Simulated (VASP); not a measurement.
Input of a VASP 6.6.1 run:

The input INCAR:

```
SYSTEM = GaSb
PREC = Accurate ; ENCUT = 600
EDIFF = 1E-6 ; ISMEAR = -1
SIGMA = 0.05 ; LREAL = .FALSE.
LASPH = .TRUE. ; NELM = 60
ALGO = Normal ; ISIF = 3
LWAVE = .FALSE. ; LCHARG = .FALSE.
GGA = PE ; IBRION = 2
NSW = 80 ; EDIFFG = -0.01
PSTRESS = 100.0
```

The input KPOINTS:

```
regular mesh
0
G
  8 8 8
  0 0 0
```

File POSCAR:

```
GaSb
1.0
    0.0000000000      3.0590000000      3.0590000000
    3.0590000000      0.0000000000      3.0590000000
    3.0590000000      3.0590000000      0.0000000000
Sb Ga
1 1
Direct
    0.7500000000      0.7500000000      0.7500000000
    0.0000000000      0.0000000000      0.0000000000
```

Potentials or basis: VASP PAW PBE potentials, release 64 (Sb, Ga_d).

The run is started by

```sh
$ cat potpaw_PBE.64/Sb/POTCAR potpaw_PBE.64/Ga_d/POTCAR > POTCAR
$ mpirun -np 1 vasp_std > vasp.out
```

**Question.** Predict the relaxed volume.

**Answer.** 25.73 Å³/atom.

**Question.** Predict the relaxed cell.

**Answer.** a = 4.175 Å, b = 4.175 Å, c = 4.175 Å, α = 60.00°, β = 60.00°, γ = 60.00°.

Step by step:
```
step  energy change (eV)  largest force (eV/Å)  pressure (GPa)  volume (Å³)
   1              0.0000                0.0000            2.40        57.25
   2              0.6464                0.0000           20.43        46.72
   3              0.2068                0.0000            9.91        51.51
   4              0.2137                0.0000           10.15        51.40
   5              0.2034                0.0000            9.76        51.57
   6              0.2107                0.0000           10.08        51.45
   7              0.2089                0.0000            9.91        51.48
   8              0.2099                0.0000            9.98        51.46
```

Caveat: the cell is relaxed towards a set pressure, so the enthalpy falls and the energy may rise.
